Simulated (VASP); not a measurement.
# MgH2 (P4_2/mnm) in VASP: settings compared, part 2 of 2

VASP 6.6.1.

### 3 Single point, PBE0

POSCAR

```
MgH2
1.0
    4.4848772627      0.0000000000      0.0000000000
    0.0000000000      4.4848772627      0.0000000000
    0.0000000000      0.0000000000      2.9964754819
Mg H
2 4
Direct
    0.0000000000      0.0000000000      0.0000000000
    0.5000000000      0.5000000000      0.5000000000
    0.3046815063      0.3046815063      0.0000000000
    0.1953184937      0.8046815063      0.5000000000
    0.8046815063      0.1953184937      0.5000000000
    0.6953184937      0.6953184937      0.0000000000
```

INCAR.step1

```
PREC = Accurate ; ENCUT = 520
EDIFF = 1E-5 ; ISMEAR = 0
SIGMA = 0.01 ; LREAL = F
LASPH = T ; NELM = 60
ALGO = Normal ; ISIF = 2
LWAVE = T ; GGA = PE
NBANDS = 13
```

INCAR.step2

```
PREC = Accurate ; ENCUT = 520
EDIFF = 1E-6 ; ISMEAR = 0
SIGMA = 0.01 ; LREAL = F
LASPH = T ; NELM = 60
ALGO = Normal ; ISIF = 2
LWAVE = F ; LCHARG = T
GGA = PE ; LHFCALC = T
AEXX = 0.25 ; PRECFOCK = Fast
LELF = T ; LVHAR = T
ISTART = 1 ; NBANDS = 13
```

KPOINTS

```
Automatic mesh
0
Gamma
  4 4 6
```

Potentials or basis: VASP PAW PBE potentials, release 64 (Mg, H).

Command:

```sh
$ cat potpaw_PBE.64/Mg/POTCAR potpaw_PBE.64/H/POTCAR > POTCAR
$ cp INCAR.step1 INCAR
$ mpirun -np 1 vasp_std > vasp.out
$ cp INCAR.step2 INCAR
$ mpirun -np 1 vasp_std > vasp.out
```

OUTCAR:

```text
PREC = Accurate
   ENCUT = 520
   EDIFF = 1E-6
   ISMEAR = 0
   LREAL = F
   LASPH = T
   NELM = 60
   ISIF = 2
   GGA = PE
   LHFCALC = T
   AEXX = 0.25
   PRECFOCK = Fast
   ISTART = 1

 ion  position               nearest neighbor table
   1  0.000  0.000  0.000-   3 1.93   6 1.93   5 1.94   4 1.94   4 1.94   5 1.94   2 3.51   2 3.51
                             2 3.51   2 3.51   2 3.51   2 3.51   2 3.51   2 3.51
   2  0.500  0.500  0.500-   4 1.93   5 1.93   3 1.94   6 1.94   3 1.94   6 1.94   1 3.51   1 3.51
                             1 3.51   1 3.51   1 3.51   1 3.51   1 3.51   1 3.51
   3  0.305  0.305  0.000-   1 1.93   2 1.94   2 1.94
   4  0.195  0.805  0.500-   2 1.93   1 1.94   1 1.94
   5  0.805  0.195  0.500-   2 1.93   1 1.94   1 1.94
   6  0.695  0.695  0.000-   1 1.93   2 1.94   2 1.94

  LATTYP: Found a simple tetragonal cell.
 ALAT       =     4.4848772627
 C/A-ratio  =     0.6681287595

  Lattice vectors:

 A1 = (   4.4848772627,   0.0000000000,   0.0000000000)
 A2 = (   0.0000000000,   4.4848772627,   0.0000000000)
 A3 = (   0.0000000000,   0.0000000000,   2.9964754819)
[... 211 lines left out ...]
     10      11.9049      0.00000
     11      12.8323      0.00000
     12      15.9247      0.00000
     13      15.9247      0.00000
[... 354 lines left out ...]
  band No.  band energies     occupation
      1      -3.7766      2.00000
      2      -3.7766      2.00000
      3      -2.7337      2.00000
      4      -2.7337      2.00000
      5       4.0953      0.00000
      6       4.0953      0.00000
      7       4.2887      0.00000
      8       4.2887      0.00000
      9      13.7495      0.00000
     10      13.7495      0.00000
     11      15.1227      0.00000
     12      15.1227      0.00000
     13      17.0484      0.00000

------------------------ aborting loop because EDIFF is reached ----------------------------------------

  FORCE on cell =-STRESS in cart. coord.  units (eV):
  Direction    XX          YY          ZZ          XY          YZ          ZX
  --------------------------------------------------------------------------------------
  -------------------------------------------------------------------------------------
  Total       -0.0679190     -0.0679190     -0.0729207      0.0000000      0.0000000      0.0000000
  in kB       -1.8054687     -1.8054687     -1.9384281      0.0000000      0.0000000      0.0000000
  external PRESSURE =      -1.8497885 kB  Pullay stress =       0.0000000 kB

 VOLUME and BASIS-vectors are now :
 -----------------------------------------------------------------------------
  energy-cutoff  :      520.00
  volume of cell :       60.27
      direct lattice vectors                 reciprocal lattice vectors
     4.484877263  0.000000000  0.000000000     0.222971542  0.000000000  0.000000000
     0.000000000  4.484877263  0.000000000     0.000000000  0.222971542  0.000000000
     0.000000000  0.000000000  2.996475482     0.000000000  0.000000000  0.333725407

 POSITION                                       TOTAL-FORCE (eV/Angst)
 -----------------------------------------------------------------------------------
      0.00000      0.00000      0.00000        -0.000000      0.000000      0.000000
      2.24244      2.24244      1.49824        -0.000000      0.000000      0.000000
      1.36646      1.36646      0.00000        -0.006112     -0.006112      0.000000
      0.87598      3.60890      1.49824         0.006112     -0.006112      0.000000
      3.60890      0.87598      1.49824        -0.006112      0.006112     -0.000000
      3.11842      3.11842      0.00000         0.006112      0.006112      0.000000
 -----------------------------------------------------------------------------------
    total drift:                                0.000000      0.000000      0.000000

  FREE ENERGIE OF THE ION-ELECTRON SYSTEM (eV)
  ---------------------------------------------------
  free  energy   TOTEN  =       -20.7351875724 eV

  energy  without entropy=      -20.7351875724  energy(sigma->0) =      -20.73518757
```

OUTCAR.step1:

```text
PREC = Accurate
   ENCUT = 520
   EDIFF = 1E-5
   ISMEAR = 0
   LREAL = F
[... 623 lines left out ...]
      1.36646      1.36646      0.00000        -0.011453     -0.011453     -0.000000
      0.87598      3.60890      1.49824         0.011453     -0.011453      0.000000
      3.60890      0.87598      1.49824        -0.011453      0.011453      0.000000
      3.11842      3.11842      0.00000         0.011453      0.011453      0.000000
 -----------------------------------------------------------------------------------
    total drift:                                0.000000     -0.000000      0.000000

  FREE ENERGIE OF THE ION-ELECTRON SYSTEM (eV)
  ---------------------------------------------------
  free  energy   TOTEN  =       -17.6501308938 eV

  energy  without entropy=      -17.6501308938  energy(sigma->0) =      -17.65013089
```

OSZICAR.step1:

```text
N       E                     dE             d eps       ncg     rms          rms(c)
DAV:   1    -0.388765666932E+00   -0.38877E+00   -0.31277E+03   632   0.472E+02
DAV:   2    -0.179832204153E+02   -0.17594E+02   -0.16577E+02   780   0.758E+01
DAV:   3    -0.188943935065E+02   -0.91117E+00   -0.90981E+00   784   0.154E+01
DAV:   4    -0.188983130679E+02   -0.39196E-02   -0.39193E-02   729   0.112E+00
DAV:   5    -0.188983552802E+02   -0.42212E-04   -0.42212E-04   804   0.120E-01    0.657E+00
DAV:   6    -0.179689863118E+02    0.92937E+00   -0.57673E-01   684   0.315E+00    0.340E+00
DAV:   7    -0.176410525020E+02    0.32793E+00   -0.84863E-01   699   0.412E+00    0.504E-01
DAV:   8    -0.176506206310E+02   -0.95681E-02   -0.24088E-02   689   0.798E-01    0.143E-01
DAV:   9    -0.176501055532E+02    0.51508E-03   -0.11243E-03   784   0.151E-01    0.216E-02
DAV:  10    -0.176501358858E+02   -0.30333E-04   -0.93073E-05   709   0.513E-02    0.175E-02
DAV:  11    -0.176501308938E+02    0.49920E-05   -0.13259E-05   437   0.136E-02
   1 F= -.17650131E+02 E0= -.17650131E+02  d E =-.632096E-14
```

Wall time 4.1 min (1 thread of Intel Xeon Platinum 8488C (Sapphire Rapids), shared host); peak memory 0.19 GiB.

Results:

- Free energy: -20.7352 eV
- Pressure: -0.2 GPa
- Largest force: 0.009 eV/Å
- Band gap on the k mesh: 5.79 eV (least direct gap 6.62 eV)

Forces in eV/Å, atoms in the order of the input:
```
Mg   0.000  0.000  0.000
Mg   0.000  0.000  0.000
H   -0.006 -0.006  0.000
H    0.006 -0.006  0.000
H   -0.006  0.006  0.000
H    0.006  0.006  0.000
```

Levels at points of the mesh, in eV from the valence-band top:
| k point | band 1 | band 2 | band 3 | band 4 | band 5 | band 6 | band 7 | band 8 |
| --- | --- | --- | --- | --- | --- | --- | --- | --- |
| (0.00, 0.00, 0.00) | -7.19 | -1.60 | -1.60 | -0.40 | 6.50 | 7.03 | 11.35 | 11.35 |
| (0.50, 0.00, 0.00) | -5.37 | -5.37 | -0.54 | -0.54 | 7.26 | 7.26 | 12.29 | 12.29 |
| (0.50, 0.50, 0.00) | -4.14 | -4.14 | -3.03 | -3.03 | 11.35 | 11.35 | 11.37 | 11.37 |
| (0.00, 0.00, 0.50) | -3.33 | -3.33 | -0.06 | -0.06 | 8.45 | 8.45 | 8.84 | 8.84 |
| (0.50, 0.00, 0.50) | -2.51 | -2.51 | -1.13 | -1.13 | 7.12 | 7.12 | 8.87 | 8.87 |
| (0.50, 0.50, 0.50) | -2.08 | -2.08 | -1.04 | -1.04 | 5.79 | 5.79 | 5.99 | 5.99 |

Caveat: the structure was generated, so it needn't be the stable form of MgH2; the PAW data sets were made with another functional, which shifts forces and pressure a little. A k mesh can miss the band edges.
